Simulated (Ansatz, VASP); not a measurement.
One calculation of Zr2O, two programs

```xyz
6
Lattice="4.9443 0.0000 0.0000 0.0000 4.9443 0.0000 0.0000 0.0000 4.6563" Properties=species:S:1:pos:R:3 pbc="T T T"
Zr    1.2361    1.2361    3.4922
Zr    3.7082    1.2361    1.1641
Zr    1.2361    3.7082    1.1641
Zr    3.7082    3.7082    3.4922
O     0.0000    0.0000    0.0000
O     2.4721    2.4721    2.3281
```

Change from the starting cell: strain +0.030 along x and y, -0.030 along z, atoms carried along.

Alike in both runs: task single point; functional PBEsol; k mesh 10 × 10 × 10; occupations gaussian, width 0.15 eV; no spin polarisation.

|  | VASP | Ansatz |
| --- | --- | --- |
| version | VASP 6.6.1 | Ansatz 0.2.0 |
| potentials or method | VASP PAW PBE potentials, release 64 (Zr_sv, O), cutoff 520 eV | scalar-relativistic, plane waves, PAW |
| valence electrons in the cell | 60 | 60 |

Ansatz gave:

| Item | Value |
| --- | --- |
| gap on the k mesh at the Fermi level (eV) | none |
| pressure (GPa) | -4.0 |
| traceless stress, the component that is largest in VASP (GPa) | 1.92 |

**Question.** Which values does VASP return?

**Answer.** gap on the k mesh at the Fermi level (eV): none; pressure (GPa): -3.8; traceless stress, the component that is largest in VASP (GPa): 1.90.

VASP's potentials were made for PBE, not for PBEsol. A gap of «none» marks a metal or a gap that the smearing closes. The functional is the same, so the differences come from potentials, cutoffs and numerics.
